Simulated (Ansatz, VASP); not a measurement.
# One calculation of HfO2, two programs

```xyz
3
Lattice="0.0000 2.3480 2.3480 2.3480 0.0000 2.3480 2.3480 2.3480 0.0000" Properties=species:S:1:pos:R:3 pbc="T T T"
Hf    0.0000    0.0000    0.0000
O     1.1740    1.1740    1.1740
O     3.5220    3.5220    3.5220
```

Change from the starting cell: volume scaled by 0.8, PAW files.

Alike in both runs: task single point; functional r2SCAN; k mesh 11 × 11 × 11; occupations fermi-dirac, width 0.1 eV; no spin polarisation.

|  | VASP | Ansatz |
| --- | --- | --- |
| version | VASP 6.6.1 | Ansatz 0.2.0 |
| potentials or method | VASP PAW PBE potentials, release 64 (Hf_pv, O) | PAW with Ansatz's default frozen-core files, scalar-relativistic |
| plane-wave cutoff (eV) | 520 | 500 |
| valence electrons in the cell | 22 | 38 |

```tsv
	VASP	Ansatz	Ansatz less VASP
gap on the k mesh at the Fermi level (eV)	4.98	4.88	-0.100
pressure (GPa)	89.8	95.8	+6.00
```

VASP's potentials were made for PBE, not for r2SCAN. Both programs put the cell under a high pressure, so it lies far from rest at this level. With one functional, cell and mesh, what is left measures potentials, basis and numerics. VASP's potentials hold 22 valence electrons a cell and Ansatz's 38, so a difference there can come from the potentials and not from the codes.

Neither program's run includes spin-orbit coupling. Noted on VASP's run: the cell as given lies far from equilibrium.
